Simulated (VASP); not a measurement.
## Ba2BCl: single point with PBE

Ba2BCl:

```xyz
4
Lattice="5.5464 0.0000 0.0000 -2.7732 4.8033 0.0000 0.0000 0.0000 5.4461" Properties=species:S:1:pos:R:3 pbc="T T T"
Ba    0.0000    3.2022    0.0000
Ba    2.7732    1.6011    0.0000
B     0.0000    0.0000    0.0000
Cl    0.0000    0.0000    2.7230
```

The cell was built from a structure type or drawn by symmetry, and may not be a known phase.

```yaml
Program: VASP 6.6.1
Task: single point
Functional: PBE
Potentials_or_basis: VASP PAW PBE potentials, release 64 (Ba_sv, B, Cl)
Cutoff: 520 eV
k_mesh: 6 × 6 × 4
Occupations: gaussian, width 0.1 eV
Spin: no spin polarisation
Dipole_correction: no
Further_INCAR_settings: ALGO = Normal; EDIFF = 1e-07; NBANDS = 23
```

The pressure is 0.7 GPa and the band gap on the k mesh is zero (bands 15 and 16 overlap by 0.81 eV).

Stress tensor (GPa, compression positive):
```
0.98 0.00 0.00
0.00 0.98 0.00
0.00 0.00 0.08
```

Levels at points of the mesh, in eV from the Fermi level:
| k point | band 12 | band 13 | band 14 | band 15 | band 16 | band 17 | band 18 | band 19 |
| --- | --- | --- | --- | --- | --- | --- | --- | --- |
| (0.00, 0.00, 0.00) | -4.01 | -4.01 | -0.72 | -0.07 | -0.07 | 1.19 | 1.19 | 2.76 |
| (0.50, 0.00, 0.00) | -4.33 | -4.05 | -0.33 | -0.10 | 0.59 | 0.74 | 0.86 | 1.23 |
| (0.00, 0.00, 0.50) | -3.97 | -2.15 | -0.44 | -0.44 | 0.59 | 0.59 | 0.74 | 2.07 |
| (0.50, 0.00, 0.50) | -4.08 | -1.97 | -0.61 | -0.49 | -0.12 | 0.69 | 1.23 | 2.30 |

Wall time 44 s on 1 thread of Intel(R) Xeon(R) 6975P-C (Granite Rapids), on a shared host, peak memory 0.29 GiB.

Caveat: spin-orbit coupling is left out, which moves the levels of the heavy elements.
